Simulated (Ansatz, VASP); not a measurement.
## One calculation of AlN, two programs

```
Al N
1.0
     3.11300    0.00000    0.00000
    -1.55650    2.69594    0.00000
     0.00000    0.00000    4.98100
Al N
2 2
Direct
  0.66667 0.33333 0.50000
  0.33333 0.66667 0.00000
  0.66667 0.33333 0.88000
  0.33333 0.66667 0.38000
```

Alike in both runs: task single point; functional PBE; k mesh 10 × 10 × 6; occupations gaussian, width 0.02 eV; no spin polarisation.

```csv
,VASP,Ansatz
version,VASP 6.6.1,Ansatz 0.2.0
potentials or method,"VASP PAW PBE potentials, release 64 (Al, N)",Ansatz PAW
plane-wave cutoff (eV),520,420
valence electrons in the cell,16,16
```

```tsv
	VASP	Ansatz	Ansatz less VASP
gap on the k mesh at the Fermi level (eV)	4.22	4.21	-0.011
least direct gap on the mesh (eV)	4.22	4.21	-0.011
pressure (GPa)	3.5	3.7	+0.25
traceless stress, the component that is largest in VASP (GPa)	1.11	1.06	-0.051
rms of the force components (eV/Å)	0.074	0.075	+0.0002
```

Atom by atom the forces differ by 0.000 eV/Å (rms over components). With one functional, cell and mesh, what is left measures potentials, basis and numerics.
